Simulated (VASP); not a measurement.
# NaHF2 (R-3m) in VASP: further runs, part 2 of 2

VASP 6.6.1. The steps go on from the part before.

## (4) Single point, PBEsol (strain +0.050 along x and y, +0.000 along z)

INCAR reads:

```
ALGO = Normal
EDIFF = 1E-6
ENCUT = 520
GGA = PS
ISIF = 2
ISMEAR = 0
LASPH = True
LCHARG = False
LREAL = False
LWAVE = False
NBANDS = 19
NELM = 100
PREC = Accurate
SIGMA = 0.05
```

KPOINTS reads:

```
k-points
0
Gamma
  9 9 9
```

POSCAR reads:

```
NaHF2
1.0
    1.8148674780      1.0478142270      4.6388706988
   -1.8148674780      1.0478142270      4.6388706988
    0.0000000000     -2.0956284539      4.6388706988
Na H F
1 1 2
Direct
    0.0000000000      0.0000000000      0.0000000000
    0.5000000000      0.5000000000      0.5000000000
    0.4100000000      0.4100000000      0.4100000000
    0.5900000000      0.5900000000      0.5900000000
```

Potentials or basis: VASP PAW PBE potentials, release 64 (Na_pv, H, F).

The run is started by

```
$ cat potpaw_PBE.64/Na_pv/POTCAR potpaw_PBE.64/H/POTCAR potpaw_PBE.64/F/POTCAR > POTCAR
$ mpirun -np 1 vasp_std > vasp.out
```

OUTCAR:

```text
EDIFF = 1E-6
   ENCUT = 520
   GGA = PS
   ISIF = 2
   ISMEAR = 0
   LASPH = True
   LREAL = False
   NELM = 100
   PREC = Accurate

 ion  position               nearest neighbor table
   1  0.000  0.000  0.000-
   2  0.500  0.500  0.500-   3 1.25   4 1.25
   3  0.410  0.410  0.410-   2 1.25
   4  0.590  0.590  0.590-   2 1.25

  LATTYP: Found a trigonal (rhomboedric) cell.
 ALAT       =     5.0902632522
 COS(alpha) =     0.7457626543

  Lattice vectors:

 A1 = (   1.8148674780,   1.0478142270,   4.6388706988)
 A2 = (  -1.8148674780,   1.0478142270,   4.6388706988)
 A3 = (   0.0000000000,  -2.0956284539,   4.6388706988)

Analysis of symmetry for initial positions (statically):
=====================================================================
 Subroutine PRICEL returns:
 Original cell was already a primitive cell.

 Routine SETGRP: Setting up the symmetry group for a
 trigonal (rhombohedral) supercell.

 Subroutine GETGRP returns: Found 12 space group operations
 (whereof 12 operations were pure point group operations)
 out of a pool of 12 trial point group operations.

The static configuration has the point symmetry D_3d.

Analysis of symmetry for dynamics (positions and initial velocities):
=====================================================================
 Subroutine PRICEL returns:
 Original cell was already a primitive cell.

 Routine SETGRP: Setting up the symmetry group for a
 trigonal (rhombohedral) supercell.

 Subroutine GETGRP returns: Found 12 space group operations
 (whereof 12 operations were pure point group operations)
 out of a pool of 12 trial point group operations.
[... 112 lines left out ...]
   ISYM   =      2    0-nonsym 1-usesym 2-fastsym
   POTIM  = 0.5000    time-step for ionic-motion
   TEBEG  =    0.0;   TEEND  =   0.0 temperature during run
   PSTRESS=    0.0 pullay stress
   NELECT =      22.0000    total number of electrons
   NUPDOWN=      -1.0000    fix difference up-down
   EMIN   =  10.00;   EMAX   =-10.00  energy-range for DOS
   EFERMI =   0.00;   METHOD = LEGACY
   ISMEAR =     0;   SIGMA  =   0.05  broadening in eV -4-tet -1-fermi 0-gaus
   EFERMI_NEDOS =   21; number of points for ismear=-14 and -15
   IALGO  =     38    algorithm
   IMIX   =      4    mixing-type and parameters
     AMIX     =   0.40;   BMIX     =  1.00
     AMIX_MAG =   1.60;   BMIX_MAG =  1.00
  volume/ion in A,a.u.               =      13.23        89.30
  Fermi-wavevector in a.u.,A,eV,Ry     =   1.221757  2.308786 20.309281  1.492690
  Thomas-Fermi vector in A             =   2.356928
   LORBIT       =      0    0 simple, 1 ext, 2 COOP (PROOUT), +10 PAW based schemes
   GGA     = PS    functional components
   LHFCALC =     F    Hartree Fock is set to
   AEXX    =    0.0000 exact exchange contribution
   IVDW    =     0    specifies the selected vdW correction
   LEPSILON=     F    determine dielectric tensor
   LRPA    =     F    only Hartree local field effects (RPA)
 non-spin polarized calculation
 Gauss-broadening in eV      SIGMA  =   0.05
  energy-cutoff  :      520.00
  volume of cell :       52.93
 maximum number of plane-waves:      1448
 NGX is ok and might be reduce to    40
   NGX = 19   NGY = 19   NGZ = 19

 number of electron      21.9999994 magnetization

 Free energy of the ion-electron system (eV)
  ---------------------------------------------------
  ext. energy  EPLUGINS =         0.00000000
  ---------------------------------------------------
  free energy    TOTEN  =       -17.43656290 eV

  energy without entropy =      -17.43656290  energy(sigma->0) =      -17.43656290

 E-fermi :  -3.9874     XC(G=0):  -7.7497

 val. band max:       -4.3265898483   @ k =   0.4444   0.4444   0.4444
 cond. band min:       2.0615619049   @ k =   0.0000   0.0000   0.0000
 fundamental gap:      6.3881517533
 Fermi energy:        -3.9873620319

 k-point     1 :       0.0000    0.0000    0.0000
  band No.  band energies     occupation
      1     -24.1167      2.00000
      2     -23.4837      2.00000
      3     -22.6789      2.00000
      4     -22.6789      2.00000
      5     -22.5222      2.00000
      6      -8.5389      2.00000
[... 505 lines left out ...]
      6      -8.1103      2.00000
[... 11 lines left out ...]
     18      15.0158      0.00000
     19      15.2565      0.00000

 [... further k-points ...]
[... 5 lines left out ...]
  --------------------------------------------------------------------------------------
  -------------------------------------------------------------------------------------
  Total       -0.5431616     -0.5431616     -5.0455612      0.0000000     -0.0000000      0.0000000
  in kB      -16.4417081    -16.4417081   -152.7310486      0.0000000     -0.0000000      0.0000000
  external PRESSURE =     -61.8714883 kB  Pullay stress =       0.0000000 kB

 VOLUME and BASIS-vectors are now :
 -----------------------------------------------------------------------------
  energy-cutoff  :      520.00
  volume of cell :       52.93
      direct lattice vectors                 reciprocal lattice vectors
     1.814867478  1.047814227  4.638870699     0.275502209  0.159061275  0.071856569
    -1.814867478  1.047814227  4.638870699    -0.275502209  0.159061275  0.071856569
     0.000000000 -2.095628454  4.638870699     0.000000000 -0.318122550  0.071856569

 POSITION                                       TOTAL-FORCE (eV/Angst)
 -----------------------------------------------------------------------------------
      0.00000      0.00000      0.00000         0.000000      0.000000     -0.000000
      0.00000      0.00000      6.95831        -0.000000      0.000000     -0.000000
      0.00000      0.00000      5.70581         0.000000      0.000000      2.065137
      0.00000      0.00000      8.21080         0.000000     -0.000000     -2.065137
 -----------------------------------------------------------------------------------
    total drift:                                0.000000      0.000000     -0.000000

  FREE ENERGIE OF THE ION-ELECTRON SYSTEM (eV)
  ---------------------------------------------------
  free  energy   TOTEN  =       -17.4365628966 eV

  energy  without entropy=      -17.4365628966  energy(sigma->0) =      -17.43656290
```

OSZICAR:

```text
N       E                     dE             d eps       ncg     rms          rms(c)
DAV:   1     0.191852773385E+03    0.19185E+03   -0.11947E+04  3310   0.123E+03
DAV:   2    -0.381115456573E+01   -0.19566E+03   -0.18524E+03  3477   0.350E+02
DAV:   3    -0.184059583207E+02   -0.14595E+02   -0.14533E+02  3933   0.951E+01
DAV:   4    -0.185945874655E+02   -0.18863E+00   -0.18854E+00  3631   0.118E+01
DAV:   5    -0.185972133131E+02   -0.26258E-02   -0.26258E-02  3603   0.136E+00    0.630E+00
DAV:   6    -0.174486838191E+02    0.11485E+01   -0.32901E+00  3565   0.143E+01    0.237E+00
DAV:   7    -0.174261470827E+02    0.22537E-01   -0.64699E-02  3406   0.210E+00    0.141E+00
DAV:   8    -0.174324084535E+02   -0.62614E-02   -0.46745E-02  3396   0.248E+00    0.188E-01
DAV:   9    -0.174352060604E+02   -0.27976E-02   -0.56660E-03  3476   0.600E-01    0.977E-02
DAV:  10    -0.174364494992E+02   -0.12434E-02   -0.79602E-04  3306   0.269E-01    0.223E-02
DAV:  11    -0.174365394726E+02   -0.89973E-04   -0.13115E-04  3654   0.958E-02    0.161E-02
DAV:  12    -0.174365626525E+02   -0.23180E-04   -0.30189E-05  3314   0.434E-02    0.638E-03
DAV:  13    -0.174365628966E+02   -0.24410E-06   -0.18997E-06  3515   0.172E-02
   1 F= -.17436563E+02 E0= -.17436563E+02  d E =-.203409E-23
```

Run time: 82 s. Hardware: 1 thread of Intel Xeon 6975P-C (Granite Rapids), shared host; peak memory 0.27 GiB.

What came out:

| Property | Result |
| --- | --- |
| Free energy | -17.4366 eV |
| Pressure | -6.2 GPa |
| Largest force | 2.065 eV/Å |
| Band gap on the k mesh | 6.39 eV, indirect (least direct gap 6.63 eV) |

Forces in eV/Å, atoms in the order of the input:
```
Na   0.000  0.000  0.000
H    0.000  0.000  0.000
F    0.000  0.000  2.065
F    0.000  0.000 -2.065
```

Stress tensor (GPa, compression positive):
```
 -1.64   0.00   0.00
  0.00  -1.64   0.00
  0.00   0.00 -15.27
```

Levels at points of the mesh, in eV from the valence-band top:
```csv
k point,band 9,band 10,band 11,band 12,band 13,band 14
"(0.00, 0.00, 0.00)",-0.29,-0.29,-0.25,6.39,12.85,13.95
```

Caveat: the cell differs from its parent crystal (strain +0.050 along x and y, +0.000 along z); the PAW data sets were made with another functional, which shifts forces and pressure a little. A k mesh can miss the band edges.

## (5) Single point, PBEsol (strain +0.050 along x and y, +0.050 along z)

INCAR reads:

```
ALGO     = Normal         # electronic algorithm
EDIFF    = 1E-6           # SCF threshold, eV
ENCUT    = 520            # plane-wave cutoff, eV
GGA      = PS             # functional
ISIF     = 2              # what is computed and relaxed
ISMEAR   = 0              # smearing method
LASPH    = True           # aspherical terms in the spheres
LCHARG   = False          # write CHGCAR
LREAL    = False          # projectors in reciprocal space
LWAVE    = False          # write WAVECAR
NBANDS   = 19             # bands
NELM     = 80             # most SCF steps
PREC     = Accurate       # precision mode
SIGMA    = 0.05           # smearing width, eV
```

KPOINTS is that of step 4.

POSCAR reads:

```
NaHF2
1.0
    1.8148674780      1.0478142270      4.8708142337
   -1.8148674780      1.0478142270      4.8708142337
    0.0000000000     -2.0956284539      4.8708142337
Na H F
1 1 2
Direct
    0.0000000000      0.0000000000      0.0000000000
    0.5000000000      0.5000000000      0.5000000000
    0.4100000000      0.4100000000      0.4100000000
    0.5900000000      0.5900000000      0.5900000000
```

Potentials or basis: VASP PAW PBE potentials, release 64 (Na_pv, H, F).

The run is started by

```
$ cat potpaw_PBE.64/Na_pv/POTCAR potpaw_PBE.64/H/POTCAR potpaw_PBE.64/F/POTCAR > POTCAR
$ mpirun -np 1 vasp_std > vasp.out
```

OUTCAR:

```text
EDIFF = 1E-6
   ENCUT = 520
   GGA = PS
   ISIF = 2
   ISMEAR = 0
   LASPH = True
   LREAL = False
   NELM = 80
   PREC = Accurate

 ion  position               nearest neighbor table
   1  0.000  0.000  0.000-
   2  0.500  0.500  0.500-   3 1.32   4 1.32
   3  0.410  0.410  0.410-   2 1.32
   4  0.590  0.590  0.590-   2 1.32

  LATTYP: Found a trigonal (rhomboedric) cell.
 ALAT       =     5.3024984598
[... 200 lines left out ...]
      6      -8.3904      2.00000
[... 505 lines left out ...]
      6      -7.9766      2.00000
[... 11 lines left out ...]
     18      14.0269      0.00000
     19      14.6747      0.00000

 [... further k-points ...]
[... 5 lines left out ...]
  --------------------------------------------------------------------------------------
  -------------------------------------------------------------------------------------
  Total       -0.7124677     -0.7124677     -7.2977840      0.0000000     -0.0000000      0.0000000
  in kB      -20.5396830    -20.5396830   -210.3873209      0.0000000     -0.0000000      0.0000000
  external PRESSURE =     -83.8222290 kB  Pullay stress =       0.0000000 kB

 VOLUME and BASIS-vectors are now :
 -----------------------------------------------------------------------------
  energy-cutoff  :      520.00
  volume of cell :       55.58
      direct lattice vectors                 reciprocal lattice vectors
     1.814867478  1.047814227  4.870814234     0.275502209  0.159061275  0.068434828
    -1.814867478  1.047814227  4.870814234    -0.275502209  0.159061275  0.068434828
     0.000000000 -2.095628454  4.870814234     0.000000000 -0.318122550  0.068434828

 POSITION                                       TOTAL-FORCE (eV/Angst)
 -----------------------------------------------------------------------------------
      0.00000      0.00000      0.00000        -0.000000     -0.000000      0.000000
      0.00000      0.00000      7.30622         0.000000     -0.000000      0.000000
      0.00000      0.00000      5.99110        -0.000000      0.000000      2.558189
      0.00000      0.00000      8.62134        -0.000000     -0.000000     -2.558189
 -----------------------------------------------------------------------------------
    total drift:                                0.000000      0.000000     -0.000000

  FREE ENERGIE OF THE ION-ELECTRON SYSTEM (eV)
  ---------------------------------------------------
  free  energy   TOTEN  =       -17.1380484788 eV

  energy  without entropy=      -17.1380484788  energy(sigma->0) =      -17.13804848
```

stdout:

```text
POSCAR found type information on POSCAR NaH F
 POSCAR found :  3 types and       4 ions
 scaLAPACK will be used
 -----------------------------------------------------------------------------
|                                                                             |
|                                                                             |
|     You enforced a specific xc type in the INCAR file but a different       |
|     I HOPE YOU KNOW WHAT YOU ARE DOING!                                     |
|                                                                             |
 -----------------------------------------------------------------------------

 LDA part: xc-table for (Slater+PW92), standard interpolation
 POSCAR, INCAR and KPOINTS ok, starting setup
 FFT: planning ... GRIDC
 FFT: planning ... GRID_SOFT
 FFT: planning ... GRID
 WAVECAR not read
 entering main loop
```

Wall time 77 s (1 thread of Intel Xeon 6975P-C (Granite Rapids), shared host); peak memory 0.27 GiB.

What came out:

- Free energy: -17.1380 eV
- Pressure: -8.4 GPa
- Largest force: 2.558 eV/Å
- Band gap on the k mesh: 6.09 eV, indirect (least direct gap 6.32 eV)

Forces in eV/Å, atoms in the order of the input:
```
Na   0.000  0.000  0.000
H    0.000  0.000  0.000
F    0.000  0.000  2.558
F    0.000  0.000 -2.558
```

Stress tensor (GPa, compression positive):
```
 -2.05   0.00   0.00
  0.00  -2.05   0.00
  0.00   0.00 -21.04
```

Caveat: the cell differs from its parent crystal (strain +0.050 along x and y, +0.050 along z); the PAW data sets were made with another functional, which shifts forces and pressure a little. A k mesh can miss the band edges.

## (6) The runs side by side

| cell | gap on the mesh (eV) | pressure (GPa) | largest force (eV/Å) |
| --- | --- | --- | --- |
| a = 5.264 Å, angles 38.3°, 4 atoms | 6.24 | -6.9 | 2.74 |
| a = 4.880 Å, angles 43.7°, 4 atoms | 6.62 | -2.9 | 1.21 |
| a = 5.090 Å, angles 41.8°, 4 atoms | 6.39 | -6.2 | 2.07 |
| a = 5.302 Å, angles 40.0°, 4 atoms | 6.09 | -8.4 | 2.56 |

Alike in all rows: task single point; level PBEsol; potentials or basis VASP PAW PBE potentials, release 64 (Na_pv, H, F); no spin polarisation; k mesh 9 × 9 × 9; cutoff (eV) 520; smearing gaussian 0.05 eV.

Caveats: the PAW data sets were made with another functional, which shifts forces and pressure a little.

Absolute energies hang on the potentials; compare differences alone.
